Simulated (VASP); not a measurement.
Wanted: the native input for a VASP 6.6.1 run.

```
Task                   : single point
Functional             : PBE
Dispersion             : D3(BJ)
Potentials or basis    : VASP PAW PBE potentials, release 64 (Sn_d, Se)
Cutoff                 : 500 eV
k mesh                 : 12 × 12 × 6
Occupations            : gaussian, width 0.03 eV
Spin                   : no spin polarisation
Dipole correction      : no
Further INCAR settings : ALGO = Normal; EDIFF = 1e-06; NBANDS = 20
```

The structure of SnSe2 lies in POSCAR:

```
SnSe2
1.0
    3.4806899892      0.0000000000      0.0000000000
   -1.7403449946      3.0143659534      0.0000000000
    0.0000000000      0.0000000000      6.5346473858
Sn Se
1 2
Direct
    0.0000000000      0.0000000000      0.0000000000
    0.3333333333      0.6666666667      0.2651331237
    0.6666666667      0.3333333333      0.7348668763
```

The input as run:

INCAR

```
  PREC = Accurate
  ENCUT = 500
  EDIFF = 1E-6
  ISMEAR = 0
  SIGMA = 0.03
  LREAL = F
  LASPH = T
  NELM = 120
  ALGO = Normal
  ISIF = 2
  LWAVE = F
  LCHARG = F
  GGA = PE
  IVDW = 12
  NBANDS = 20
  GGA_COMPAT = F
```

KPOINTS

```
regular mesh
0
Gamma
  12 12 6
```

Potentials or basis: VASP PAW PBE potentials, release 64 (Sn_d, Se).

Run with:

```console
$ cat potpaw_PBE.64/Sn_d/POTCAR potpaw_PBE.64/Se/POTCAR > POTCAR
$ mpirun -np 1 vasp_std > vasp.out
```

It gave:

```yaml
Pressure: 10.0 GPa
Largest_force: 0.061 eV/Å
Band_gap_on_the_k_mesh: zero (bands 13 and 14 overlap by 0.45 eV)
Dispersion_energy_per_atom: -0.407 eV
```

Caveat: the cell stands under pressure; semilocal functionals underestimate gaps, so a narrow gap can read as zero; spin-orbit coupling is left out, which moves the levels of the heavy elements.

Run time: 120 s on 1 thread of Intel Xeon 8259CL, with other jobs on the host, peak memory 0.28 GiB.
